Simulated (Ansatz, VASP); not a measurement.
## Two plane-wave programs on Cr

```
Cr
1.0
     2.96890    0.00000    0.00000
     0.00000    2.96890    0.00000
     0.00000    0.00000    2.96890
Cr
2
Direct
  0.00000 0.00000 0.00000
  0.50000 0.50000 0.50000
```

Alike in both runs: task single point; functional PBE; k mesh 11 × 11 × 11; occupations fermi-dirac, width 0.05 eV; collinear spin.

```csv
,VASP,Ansatz
version,VASP 6.6.1,Ansatz 0.2.0
potentials or method,"VASP PAW PBE potentials, release 64 (Cr_pv)","PAW with Ansatz's default frozen-core files, scalar-relativistic"
plane-wave cutoff (eV),520,420
valence electrons in the cell,24,28
```

```tsv
	VASP	Ansatz	Ansatz less VASP
pressure (GPa)	-13.4	-13.7	-0.31
net moment per atom (μB)	0.00	0.00	0.000
size of the moment on the site where the two differ most (μB)	1.80	1.69	-0.116
```

Site moments also hang on the region over which each program counts them. VASP's potentials hold 24 valence electrons a cell and Ansatz's 28, so a difference there can come from the potentials and not from the codes.
